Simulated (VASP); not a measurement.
# Ge (I4_1/amd) in VASP: a series of runs

Ge is run at these levels: PBEsol; tasks: single point.

All numbers are computed with VASP 6.6.1; they aren't measurements. Logs are shortened: lines on timing, memory, paths and dates and some standing lists are left out, and cuts for length are marked.

### Step 1. The cell of the first run

The structure is tetragonal, space group I4_1/amd (No. 141). Conventional cell: a = 4.027 Å, b = 4.027 Å, c = 5.583 Å, α = 90.00°, β = 90.00°, γ = 90.00°. Ge (site symmetry -4m2) has 4 Ge at 2.45 Å within 3.2 Å.

### Step 2. Single point, PBEsol

INCAR reads:

```
SYSTEM = Ge
  ALGO = Normal
  EDIFF = 1E-6
  ENCUT = 520
  GGA = PS
  ISIF = 2
  ISMEAR = -1
  LASPH = .True.
  LCHARG = .True.
  LELF = .True.
  LREAL = .False.
  LVHAR = .True.
  LWAVE = .False.
  NBANDS = 21
  NELM = 100
  PREC = Accurate
  SIGMA = 0.02
```

KPOINTS reads:

```
k-points
0
Gamma
  6 6 6
  0 0 0
```

POSCAR reads:

```
Ge
1.0
    0.0000000000      2.8477694000      2.7915650629
    2.8477694000      0.0000000000      2.7915650629
    2.8477694000      2.8477694000      0.0000000000
Ge
2
Direct
    0.0000000000      0.0000000000      0.0000000000
    0.2500000000      0.2500000000      0.2500000000
```

Potentials or basis: VASP PAW PBE potentials, release 64 (Ge_d).

Run with:

```console
> cat potpaw_PBE.64/Ge_d/POTCAR > POTCAR
> mpirun -np 1 vasp_std > vasp.out
```

OUTCAR:

```text
SYSTEM = Ge
   EDIFF = 1E-6
   ENCUT = 520
   GGA = PS
   ISIF = 2
   ISMEAR = -1
   LASPH = .True.
   LREAL = .False.
   NELM = 100
   PREC = Accurate

 ion  position               nearest neighbor table
   1  0.000  0.000  0.000-   2 2.45   2 2.45   2 2.45   2 2.45
   2  0.250  0.250  0.250-   1 2.45   1 2.45   1 2.45   1 2.45

  LATTYP: Found a body centered tetragonal cell.
 ALAT       =     4.0273541080
 C/A-ratio  =     1.3863022660

  Lattice vectors:

 A1 = (   0.0000000000,  -2.8477694000,  -2.7915650629)
 A2 = (   0.0000000000,   2.8477694000,  -2.7915650629)
 A3 = (   2.8477694000,   0.0000000000,   2.7915650629)

Analysis of symmetry for initial positions (statically):
=====================================================================
 Subroutine PRICEL returns:
 Original cell was already a primitive cell.

 Routine SETGRP: Setting up the symmetry group for a
 body centered tetragonal supercell.

 Subroutine GETGRP returns: Found 16 space group operations
 (whereof  8 operations were pure point group operations)
 out of a pool of 16 trial point group operations.

The static configuration has the point symmetry D_2d.
 The point group associated with its full space group is D_4h.

Analysis of symmetry for dynamics (positions and initial velocities):
=====================================================================
 Subroutine PRICEL returns:
 Original cell was already a primitive cell.

 Routine SETGRP: Setting up the symmetry group for a
 body centered tetragonal supercell.

 Subroutine GETGRP returns: Found 16 space group operations
 (whereof  8 operations were pure point group operations)
 out of a pool of 16 trial point group operations.

The dynamic configuration has the point symmetry D_2d.
 The point group associated with its full space group is D_4h.

 Subroutine INISYM returns: Found 16 space group operations
 (whereof  8 operations are pure point group operations),
 and found     1 'primitive' translations

----------------------------------------------------------------------------------------

                                     Primitive cell

  volume of cell :      45.2780

  direct lattice vectors                    reciprocal lattice vectors
     0.000000000  2.847769400  2.791565063    -0.175576014  0.175576014  0.179110996
     2.847769400  0.000000000  2.791565063     0.175576014 -0.175576014  0.179110996
     2.847769400  2.847769400  0.000000000     0.175576014  0.175576014 -0.179110996

  length of vectors
     3.987809682  3.987809682  4.027354108     0.306161105  0.306161105  0.306161105

  position of ions in fractional coordinates (direct lattice)
     0.000000000  0.000000000  0.000000000
     0.250000000  0.250000000  0.250000000

  ion indices of the primitive-cell ions
   primitive index   ion index
                 1           1
                 2           2

----------------------------------------------------------------------------------------

 KPOINTS: k-points

Automatic generation of k-mesh.
 Grid dimensions read from file:
 generate k-points for:    6    6    6

 Generating k-lattice:

  Cartesian coordinates                     Fractional coordinates (reciprocal lattice)
    -0.029262669  0.029262669  0.029851833     0.166666667 -0.000000000  0.000000000
     0.029262669 -0.029262669  0.029851833    -0.000000000  0.166666667  0.000000000
     0.029262669  0.029262669 -0.029851833     0.000000000  0.000000000  0.166666667

  Length of vectors
     0.051026851  0.051026851  0.051026851

  Shift w.r.t. Gamma in fractional coordinates (k-lattice)
     0.000000000  0.000000000  0.000000000

 Subroutine IBZKPT returns following result:
 ===========================================

 Found     30 irreducible k-points:

 Following reciprocal coordinates:
            Coordinates               Weight
  0.000000  0.000000  0.000000      1.000000
  0.166667  0.000000  0.000000      8.000000
  0.333333  0.000000  0.000000      8.000000
  0.500000  0.000000  0.000000      4.000000
  0.166667  0.166667  0.000000      2.000000
  0.333333  0.166667  0.000000      8.000000
[... 16 lines left out ...]
  0.333333  0.000000  0.333333      4.000000
  0.500000  0.000000  0.333333     16.000000
 [... further k-points ...]
   k-points           NKPTS =     30   k-points in BZ     NKDIM =     30   number of bands    NBANDS=     21
   number of dos      NEDOS =    301   number of ions     NIONS =      2
   total plane-waves  NPLWV =  27000
   dimension x,y,z NGX =    30 NGY =   30 NGZ =   30
   dimension x,y,z NGXF=    60 NGYF=   60 NGZF=   60
   ions per type =               2
   NGX,Y,Z   is equivalent  to a cutoff of  12.51, 12.51, 12.38 a.u.
   NGXF,Y,Z  is equivalent  to a cutoff of  25.01, 25.01, 24.77 a.u.
 SYSTEM =  Ge
   PREC   = accura    normal or accurate (medium, high low for compatibility)
   ISTART =      0    job   : 0-new  1-cont  2-samecut
   ICHARG =      2    charge: 1-file 2-atom 10-const
   ISPIN  =      1    spin polarized calculation?
   LNONCOLLINEAR =      F non collinear calculations
   LSORBIT =      F    spin-orbit coupling
   LASPH  =      T    aspherical Exc in radial PAW
   ENCUT  =  520.0 eV  38.22 Ry    6.18 a.u.   7.41  7.41  7.49*2*pi/ulx,y,z
   NELM   =    100;   NELMIN=  2; NELMDL= -5     # of ELM steps
   EDIFF  = 0.1E-05   stopping-criterion for ELM
   LREAL  =      F    real-space projection
   EDIFFG = 0.1E-04   stopping-criterion for IOM
   NSW    =      0    number of steps for IOM
   IBRION =     -1    ionic relax: 0-MD 1-quasi-New 2-CG
   NFREE  =      0    steps in history (QN), initial steepest desc. (CG)
   ISIF   =      2    stress and relaxation
   ISYM   =      2    0-nonsym 1-usesym 2-fastsym
   POTIM  = 0.5000    time-step for ionic-motion
   TEBEG  =    0.0;   TEEND  =   0.0 temperature during run
   PSTRESS=    0.0 pullay stress
   NELECT =      28.0000    total number of electrons
   NUPDOWN=      -1.0000    fix difference up-down
   EMIN   =  10.00;   EMAX   =-10.00  energy-range for DOS
   EFERMI =   0.00;   METHOD = LEGACY
   ISMEAR =    -1;   SIGMA  =   0.02  broadening in eV -4-tet -1-fermi 0-gaus
   EFERMI_NEDOS =   21; number of points for ismear=-14 and -15
   IALGO  =     38    algorithm
   IMIX   =      4    mixing-type and parameters
     AMIX     =   0.40;   BMIX     =  1.00
     AMIX_MAG =   1.60;   BMIX_MAG =  1.00
  volume/ion in A,a.u.               =      22.64       152.78
  Fermi-wavevector in a.u.,A,eV,Ry     =   1.394756  2.635708 26.468033  1.945346
  Thomas-Fermi vector in A             =   2.518275
   LORBIT       =      0    0 simple, 1 ext, 2 COOP (PROOUT), +10 PAW based schemes
   GGA     = PS    functional components
   LHFCALC =     F    Hartree Fock is set to
   AEXX    =    0.0000 exact exchange contribution
   IVDW    =     0    specifies the selected vdW correction
   LEPSILON=     F    determine dielectric tensor
   LRPA    =     F    only Hartree local field effects (RPA)
 non-spin polarized calculation
  energy-cutoff  :      520.00
  volume of cell :       45.28
 maximum number of plane-waves:      1246
 NGX is ok and might be reduce to    30
   NGX = 15   NGY = 15   NGZ = 15

 number of electron      28.0000022 magnetization

 Free energy of the ion-electron system (eV)
  ---------------------------------------------------
  ext. energy  EPLUGINS =         0.00000000
  ---------------------------------------------------
  free energy    TOTEN  =        -9.82479777 eV

  energy without entropy =       -9.82460941  energy(sigma->0) =       -9.82470359

 E-fermi :   4.9082     XC(G=0): -10.1227

 val. band max:        4.8628791897   @ k =   0.0000   0.0000   0.0000
 cond. band min:       4.9725776645   @ k =   0.0000   0.0000   0.0000
 fundamental gap:      0.1096984748
 Fermi energy:         4.9082433235

 k-point     1 :       0.0000    0.0000    0.0000
  band No.  band energies     occupation
      1     -19.8898      2.00000
      2     -19.8857      2.00000
      3     -19.8857      2.00000
      4     -19.8510      2.00000
      5     -19.8503      2.00000
      6     -19.6418      2.00000
[... 13 lines left out ...]
     20      14.1476      0.00000
     21      14.5313      0.00000

 k-point     2 :       0.1667    0.0000    0.0000
  band No.  band energies     occupation
      1     -19.9007      2.00000
      2     -19.8975      2.00000
      3     -19.8828      2.00000
      4     -19.8332      2.00000
      5     -19.8330      2.00000
      6     -19.6577      2.00000
[... 13 lines left out ...]
     20      13.0617      0.00000
     21      13.2785      0.00000

 k-point     3 :       0.3333    0.0000    0.0000
  band No.  band energies     occupation
      1     -19.9115      2.00000
      2     -19.9070      2.00000
      3     -19.8741      2.00000
      4     -19.8141      2.00000
      5     -19.8135      2.00000
      6     -19.6730      2.00000
[... 13 lines left out ...]
     20      13.7962      0.00000
     21      13.8170      0.00000

 k-point     4 :       0.5000    0.0000    0.0000
  band No.  band energies     occupation
      1     -19.9142      2.00000
      2     -19.9090      2.00000
      3     -19.8696      2.00000
      4     -19.8089      2.00000
      5     -19.8080      2.00000
      6     -19.6769      2.00000
[... 13 lines left out ...]
     20      15.8664      0.00000
     21      15.9773      0.00000

 k-point     5 :       0.1667    0.1667    0.0000
  band No.  band energies     occupation
      1     -19.8959      2.00000
      2     -19.8946      2.00000
      3     -19.8946      2.00000
      4     -19.8349      2.00000
      5     -19.8155      2.00000
      6     -19.6857      2.00000
[... 13 lines left out ...]
     20      13.1814      0.00000
     21      14.6327      0.00000

 k-point     6 :       0.3333    0.1667    0.0000
  band No.  band energies     occupation
      1     -19.9164      2.00000
      2     -19.9045      2.00000
      3     -19.8740      2.00000
      4     -19.8138      2.00000
      5     -19.7909      2.00000
      6     -19.7112      2.00000
[... 13 lines left out ...]
     20      14.4887      0.00000
     21      15.1029      0.00000

 k-point     7 :       0.5000    0.1667    0.0000
  band No.  band energies     occupation
      1     -19.9291      2.00000
      2     -19.9123      2.00000
      3     -19.8503      2.00000
      4     -19.7942      2.00000
      5     -19.7903      2.00000
      6     -19.7063      2.00000
[... 13 lines left out ...]
     20      15.8606      0.00000
     21      16.1121      0.00000
[... 291 lines left out ...]
      1     -19.9367      2.00000
      2     -19.9252      2.00000
      3     -19.8239      2.00000
      4     -19.7757      2.00000
      5     -19.7540      2.00000
      6     -19.7415      2.00000
[... 13 lines left out ...]
     20      16.6750      0.00000
     21      16.8891      0.00000

 k-point    21 :      -0.1667    0.3333    0.1667
  band No.  band energies     occupation
      1     -19.9286      2.00000
      2     -19.9222      2.00000
      3     -19.8492      2.00000
      4     -19.7939      2.00000
      5     -19.7576      2.00000
      6     -19.7436      2.00000
[... 13 lines left out ...]
     20      14.5358      0.00000
     21      17.1180      0.00000

 k-point    22 :      -0.3333    0.5000    0.1667
  band No.  band energies     occupation
      1     -19.9302      2.00000
      2     -19.9302      2.00000
      3     -19.8006      2.00000
      4     -19.8006      2.00000
      5     -19.7382      2.00000
      6     -19.7382      2.00000
[... 13 lines left out ...]
     20      15.9284      0.00000
     21      17.7786      0.00000

 k-point    23 :       0.3333    0.0000    0.3333
  band No.  band energies     occupation
      1     -19.9162      2.00000
      2     -19.9137      2.00000
      3     -19.8838      2.00000
      4     -19.7925      2.00000
      5     -19.7672      2.00000
      6     -19.7439      2.00000
[... 13 lines left out ...]
     20      16.3154      0.00000
     21      16.4928      0.00000

 k-point    24 :       0.5000    0.0000    0.3333
  band No.  band energies     occupation
      1     -19.9317      2.00000
      2     -19.9212      2.00000
      3     -19.8505      2.00000
      4     -19.7861      2.00000
      5     -19.7663      2.00000
      6     -19.7233      2.00000
[... 13 lines left out ...]
     20      16.5052      0.00000
     21      16.7454      0.00000

 [... further k-points ...]

------------------------ aborting loop because EDIFF is reached ----------------------------------------

  FORCE on cell =-STRESS in cart. coord.  units (eV):
  Direction    XX          YY          ZZ          XY          YZ          ZX
  --------------------------------------------------------------------------------------
  -------------------------------------------------------------------------------------
  Total        0.0729624      0.0729624      0.4131380      0.0000000     -0.0000000      0.0000000
  in kB        2.5817970      2.5817970     14.6190232      0.0000000     -0.0000000      0.0000000
  external PRESSURE =       6.5942057 kB  Pullay stress =       0.0000000 kB

 VOLUME and BASIS-vectors are now :
 -----------------------------------------------------------------------------
  energy-cutoff  :      520.00
  volume of cell :       45.28
      direct lattice vectors                 reciprocal lattice vectors
     0.000000000  2.847769400  2.791565063    -0.175576014  0.175576014  0.179110996
     2.847769400  0.000000000  2.791565063     0.175576014 -0.175576014  0.179110996
     2.847769400  2.847769400  0.000000000     0.175576014  0.175576014 -0.179110996

 POSITION                                       TOTAL-FORCE (eV/Angst)
 -----------------------------------------------------------------------------------
      0.00000      0.00000      0.00000         0.000000      0.000000      0.000000
      1.42388      1.42388      1.39578        -0.000000     -0.000000      0.000000
 -----------------------------------------------------------------------------------
    total drift:                                0.000000      0.000000      0.000000

  FREE ENERGIE OF THE ION-ELECTRON SYSTEM (eV)
  ---------------------------------------------------
  free  energy   TOTEN  =        -9.8247977701 eV

  energy  without entropy=       -9.8246094106  energy(sigma->0) =       -9.82470359
```

It took 12 s on 1 thread of Intel Xeon 6975P-C (Granite Rapids), shared host; peak memory 0.16 GiB.

Results:

* Free energy: -9.8248 eV
* Pressure: 0.7 GPa
* Band gap on the k mesh: 0.11 eV, direct

Stress tensor (GPa, compression positive):
```
0.26 0.00 0.00
0.00 0.26 0.00
0.00 0.00 1.46
```

Levels at points of the mesh, in eV from the valence-band top:
```
           k point  band 12  band 13  band 14  band 15  band 16  band 17
(0.00, 0.00, 0.00)    -0.04    -0.04     0.00     0.11     2.47     2.57
(0.50, 0.00, 0.00)    -7.62    -1.49    -1.31     0.12     3.65     3.79
(0.50, 0.50, 0.00)    -8.83    -3.17    -3.17     0.57     0.57     9.51
(0.50, 0.00, 0.50)    -8.92    -3.03    -3.03     0.72     0.72     9.47
```

Caveat: the PAW data sets were made with another functional, which shifts forces and pressure a little.

### Step 3. Single point, PBEsol

INCAR reads:

```
SYSTEM = Ge
ALGO     = Normal         ! electronic algorithm
EDIFF    = 1E-6           ! SCF threshold, eV
ENCUT    = 520            ! plane-wave cutoff, eV
GGA      = PS             ! functional
ISIF     = 2              ! what is computed and relaxed
ISMEAR   = -1             ! smearing method
LASPH    = .TRUE.         ! aspherical terms in the spheres
LCHARG   = .TRUE.         ! write CHGCAR
LELF     = .TRUE.         ! ELF
LREAL    = .FALSE.        ! projectors in reciprocal space
LVHAR    = .TRUE.       
LWAVE    = .FALSE.        ! write WAVECAR
NBANDS   = 21             ! bands
NELM     = 100            ! most SCF steps
PREC     = Accurate       ! precision mode
SIGMA    = 0.02           ! smearing width, eV
```

KPOINTS reads:

```
k-points
0
G
  6 6 6
  0 0 0
```

POSCAR reads:

```
Ge
1.0
    0.0000000000      2.8571991000      2.7731692971
    2.8571991000      0.0000000000      2.7731692971
    2.8571991000      2.8571991000      0.0000000000
Ge
2
Direct
    0.0000000000      0.0000000000      0.0000000000
    0.2500000000      0.2500000000      0.2500000000
```

Potentials or basis: VASP PAW PBE potentials, release 64 (Ge_d).

Run with:

```console
> cat potpaw_PBE.64/Ge_d/POTCAR > POTCAR
> mpirun -np 1 vasp_std > vasp.out
```

Wall time 12 s (1 thread of Intel Xeon 6975P-C (Granite Rapids), shared host); peak memory 0.17 GiB.

The run converged. Its results:

- Free energy: -9.8219 eV
- Pressure: 0.6 GPa
- Band gap on the k mesh: 0.12 eV, indirect (least direct gap 0.16 eV)

Stress tensor (GPa, compression positive):
```
0.03 0.00 0.00
0.00 0.03 0.00
0.00 0.00 1.90
```

Levels at points of the mesh, in eV from the valence-band top:
| k point | band 10 | band 11 | band 12 | band 13 | band 14 | band 15 | band 16 | band 17 | band 18 | band 19 |
| --- | --- | --- | --- | --- | --- | --- | --- | --- | --- | --- |
| (0.00, 0.00, 0.00) | -24.48 | -12.78 | -0.06 | -0.06 | 0.00 | 0.16 | 2.45 | 2.59 | 2.59 | 6.23 |
| (0.50, 0.00, 0.00) | -24.45 | -10.68 | -7.61 | -1.53 | -1.26 | 0.12 | 3.63 | 3.83 | 6.98 | 10.37 |
| (0.50, 0.50, 0.00) | -24.45 | -8.79 | -8.79 | -3.21 | -3.21 | 0.52 | 0.52 | 9.52 | 9.52 | 11.59 |
| (0.50, 0.00, 0.50) | -24.44 | -8.94 | -8.94 | -3.00 | -3.00 | 0.76 | 0.76 | 9.44 | 9.44 | 11.42 |

Caveat: the PAW data sets were made with another functional, which shifts forces and pressure a little. A k mesh can miss the band edges.
